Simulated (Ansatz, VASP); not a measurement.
## One calculation of CdSe, two programs

```xyz
4
Lattice="4.5144 0.0000 0.0000 -2.2572 3.9095 0.0000 0.0000 0.0000 7.3597" Properties=species:S:1:pos:R:3 pbc="T T T"
Cd    0.0000    2.6064   -0.0048
Cd    2.2572    1.3032    3.6751
Se    0.0000    2.6064    2.7647
Se    2.2572    1.3032    6.4445
```

Change from the starting cell: hydrostatic strain +4.0%.

Alike in both runs: task single point; functional PBE; k mesh 12 × 12 × 4; occupations fermi-dirac, width 0.02 eV; no spin polarisation.

```csv
,VASP,Ansatz
version,VASP 6.6.1,Ansatz 0.2.0
potentials or method,"VASP PAW PBE potentials, release 64 (Cd, Se)","plane waves, PAW"
plane-wave cutoff (eV),520,420
valence electrons in the cell,36,72
```

|  | VASP | Ansatz | Ansatz less VASP |
| --- | --- | --- | --- |
| pressure (GPa) | -3.0 | -3.2 | -0.17 |

VASP's potentials hold 36 valence electrons a cell and Ansatz's 72, so a difference there can come from the potentials and not from the codes.
